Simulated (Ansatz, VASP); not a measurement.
**ZrC: VASP beside Ansatz**

```
Zr C
1.0
     3.36871    0.00000    0.00000
    -1.68436    2.91739    0.00000
     0.00000    0.00000    5.25455
Zr C
2 2
Cartesian
  0.0000 1.9449 1.3136
  1.6844 0.9725 3.9409
  0.0000 0.0000 0.0000
  0.0000 0.0000 2.6273
```

Alike in both runs: task single point; functional r2SCAN; k mesh 8 × 8 × 5; no spin polarisation.

|  | VASP | Ansatz |
| --- | --- | --- |
| version | VASP 6.6.1 | Ansatz 0.2.0 |
| potentials or method | VASP PAW PBE potentials, release 64 (Zr_sv, C), cutoff 520 eV | plane waves, PAW |
| occupations | methfessel-paxton of order 1, width 0.1 eV | cold |
| valence electrons in the cell | 32 | 32 |

Ansatz gave:

- pressure (GPa): 2.3
- traceless stress, the component that is largest in VASP (GPa): 3.09

Estimate VASP's values.

pressure (GPa): 2.5; traceless stress, the component that is largest in VASP (GPa): 3.02.

VASP's potentials were made for PBE, not for r2SCAN.
